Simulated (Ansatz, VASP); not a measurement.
**Si2W: VASP beside Ansatz**

```
W Si
1.0
     4.34518    0.00000    0.00000
    -2.17259    3.76303    0.00000
     0.00000    0.00000    2.59678
W Si
1 2
Direct
  0.00000 0.00000 0.00000
  0.33333 0.66667 0.50000
  0.66667 0.33333 0.50000
```

Change from the starting cell: volume scaled by 1, PAW files.

Alike in both runs: task single point; functional PBE; k mesh 10 × 10 × 8; occupations fermi-dirac, width 0.1 eV; no spin polarisation.

|  | VASP | Ansatz |
| --- | --- | --- |
| version | VASP 6.6.1 | Ansatz 0.2.0 |
| potentials or method | VASP PAW PBE potentials, release 64 (W_sv, Si) | PAW with Ansatz's default frozen-core files, scalar-relativistic |
| plane-wave cutoff (eV) | 520 | 420 |
| valence electrons in the cell | 22 | 22 |

|  | VASP | Ansatz | Ansatz less VASP |
| --- | --- | --- | --- |
| pressure (GPa) | 0.1 | 0.0 | -0.12 |
| traceless stress, the component that is largest in VASP (GPa) | 0.11 | -0.04 | -0.150 |

Neither program's run includes spin-orbit coupling.
